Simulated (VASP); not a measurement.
# Mg2CdSe3: single point with PBE

Mg2CdSe3:

```
Mg Cd Se
1.0
     3.95354    0.00000    0.00000
    -1.97677    3.42387    0.00000
     0.00000    0.00000    9.68583
Mg Cd Se
2 1 3
Direct
  0.33333 0.66667 0.66281
  0.66667 0.33333 0.33719
  0.00000 0.00000 0.00000
  0.00000 0.00000 0.50000
  0.33333 0.66667 0.17581
  0.66667 0.33333 0.82419
```

| Item | Value |
| --- | --- |
| Program | VASP 6.6.1 |
| Task | single point |
| Functional | PBE |
| Potentials or basis | VASP PAW PBE potentials, release 64 (Mg, Cd, Se) |
| Cutoff | 520 eV |
| k mesh | 12 × 12 × 4 |
| Occupations | gaussian, width 0.02 eV |
| Spin | no spin polarisation |
| Dipole correction | no |
| Further INCAR settings | ALGO = Normal; EDIFF = 1e-06; NBANDS = 26 |

```yaml
Pressure: 0.0 GPa
Largest_force: 0.040 eV/Å
Band_gap_on_the_k_mesh: 0.86 eV (least direct gap 1.51 eV)
```

Forces in eV/Å, atoms in the order of the input:
```
Mg   0.000  0.000  0.001
Mg   0.000  0.000 -0.001
Cd   0.000  0.000  0.000
Se   0.000  0.000  0.000
Se   0.000  0.000  0.040
Se   0.000  0.000 -0.040
```

Levels at points of the mesh, in eV from the valence-band top:
| k point | band 14 | band 15 | band 16 | band 17 | band 18 | band 19 | band 20 | band 21 |
| --- | --- | --- | --- | --- | --- | --- | --- | --- |
| (0.00, 0.00, 0.00) | -0.21 | -0.21 | -0.10 | -0.10 | 1.51 | 3.64 | 3.70 | 6.24 |
| (0.50, 0.00, 0.00) | -1.61 | -1.27 | -1.00 | -0.65 | 0.86 | 3.68 | 3.94 | 4.65 |
| (0.00, 0.00, 0.50) | -0.38 | -0.38 | 0.00 | 0.00 | 2.90 | 3.27 | 3.54 | 5.78 |
| (0.50, 0.00, 0.50) | -1.55 | -1.54 | -0.34 | -0.32 | 1.69 | 2.48 | 3.49 | 5.14 |

Run time: 2 min on 1 thread of AMD EPYC 9R45 (Zen 5), on a shared host, peak memory 0.38 GiB.

A k mesh can miss the band edges.
